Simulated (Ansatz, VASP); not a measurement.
## Si: VASP beside Ansatz

```
CELL_PARAMETERS angstrom
4.24628 0.00000 0.00000
-2.12314 3.67739 0.00000
0.00000 0.00000 2.43428
ATOMIC_POSITIONS crystal
Si 0.00000 0.00000 0.00000
Si 0.33333 0.66667 0.50000
Si 0.66667 0.33333 0.50000
```

Alike in both runs: task single point; functional r2SCAN; k mesh 9 × 9 × 14; occupations fermi-dirac, width 0.1 eV; no spin polarisation.

|  | VASP | Ansatz |
| --- | --- | --- |
| version | VASP 6.6.1 | Ansatz 0.2.0 |
| potentials or method | VASP PAW PBE potentials, release 64 (Si), cutoff 550 eV | plane waves (500 eV) with PAW, scalar-relativistic |
| valence electrons in the cell | 12 | 12 |

|  | VASP | Ansatz | Ansatz less VASP |
| --- | --- | --- | --- |
| pressure (GPa) | 16.2 | 16.2 | -0.03 |
| traceless stress, the component that is largest in VASP (GPa) | 5.40 | 5.47 | +0.079 |

VASP's potentials were made for PBE, not for r2SCAN. The functional is the same, so the differences come from potentials, cutoffs and numerics.
